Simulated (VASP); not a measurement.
Here is a VASP 6.6.1 calculation.

INCAR

```
SYSTEM = MoS2
  PREC = Accurate
  ENCUT = 520
  EDIFF = 1E-6
  ISMEAR = 0
  SIGMA = 0.05
  LREAL = .FALSE.
  LASPH = .TRUE.
  NELM = 100
  ALGO = Normal
  ISIF = 2
  LWAVE = .FALSE.
  LCHARG = .TRUE.
  LDIPOL = .TRUE.
  IDIPOL = 3
  DIPOL = 0.5 0.5 0.500
  GGA = PE
  IVDW = 12
  LELF = .TRUE.
  LVHAR = .TRUE.
  LVACPOTAV = .TRUE.
  NBANDS = 20
```

Contents of KPOINTS:

```
regular mesh
0
G
  9 9 1
  0 0 0
```

The input POSCAR:

```
MoS2
1.0
    3.1368412807      0.0000000029      0.0000000000
   -1.5684206428      2.7165842353      0.0000000000
    0.0000000000      0.0000000000     20.2166609143
S Mo
2 1
Direct
    0.0000000000      0.0000000000      0.4206191094
    0.3333333333      0.6666666667      0.5793808923
    0.6666666667      0.3333333333      0.4999999979
```

Potentials or basis: VASP PAW PBE potentials, release 64 (S, Mo_sv).

Launch:

```console
$ cat potpaw_PBE.64/S/POTCAR potpaw_PBE.64/Mo_sv/POTCAR > POTCAR
$ mpirun -np 1 vasp_std > vasp.out
```

**Question.** Predict the dispersion energy per atom.

**Answer.** -0.321 eV.

**Question.** What does it give for the band gap on the k mesh?

**Answer.** Zero (bands 13 and 14 overlap by 0.50 eV).

Forces in eV/Å, atoms in the order of the input:
```
S    0.000  0.000  0.007
S    0.000  0.000 -0.007
Mo   0.000  0.000  0.000
```
